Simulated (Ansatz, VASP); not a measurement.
Two plane-wave programs on Se

Contents of INCAR:

```
SYSTEM = Se
  ALGO = Normal
  EDIFF = 1E-7
  ENCUT = 520
  GGA = PE
  ISIF = 2
  ISMEAR = 0
  LASPH = .TRUE.
  LCHARG = .FALSE.
  LREAL = .FALSE.
  LWAVE = .FALSE.
  NBANDS = 9
  NELM = 100
  PREC = Accurate
  SIGMA = 0.1
```

KPOINTS

```
k-points
0
G
  14 14 14
  0 0 0
```

The input POSCAR:

```
Se
1.0
   -1.7474316581      1.7474316581      1.7474316581
    1.7474316581     -1.7474316581      1.7474316581
    1.7474316581      1.7474316581     -1.7474316581
Se
1
Direct
    0.0000000000      0.0000000000      0.0000000000
```

Input for Ansatz:

```yaml
crystal:
  lattice:
    - [-1.7474316581, 1.7474316581, 1.7474316581]
    - [1.7474316581, -1.7474316581, 1.7474316581]
    - [1.7474316581, 1.7474316581, -1.7474316581]
  atoms:
    - { symbol: Se, position: [0.0, 0.0, 0.0] }
basis:
  ecutwfc: 420
kpoints:
  mp_grid: { grid: [14, 14, 14] }
hamiltonian:
  xc: pbe
scf:
  occupations: { method: gaussian, width: 0.1 }
output:
  forces: true
  stress: true
  eigenvalues: true
```

Alike in both runs: task single point; functional PBE; k mesh 14 × 14 × 14; occupations gaussian, width 0.1 eV; no spin polarisation.

|  | VASP | Ansatz |
| --- | --- | --- |
| version | VASP 6.6.1 | Ansatz 0.2.0 |
| potentials or method | VASP PAW PBE potentials, release 64 (Se), cutoff 520 eV | scalar-relativistic, plane waves, PAW |
| valence electrons in the cell | 6 | 16 |

```tsv
	VASP	Ansatz	Ansatz less VASP
gap on the k mesh at the Fermi level (eV)	none	none	-
pressure (GPa)	-2.9	-2.9	-0.01
```

A gap of «none» marks a metal or a gap that the smearing closes. VASP's potentials hold 6 valence electrons a cell and Ansatz's 16, so a difference there can come from the potentials and not from the codes.
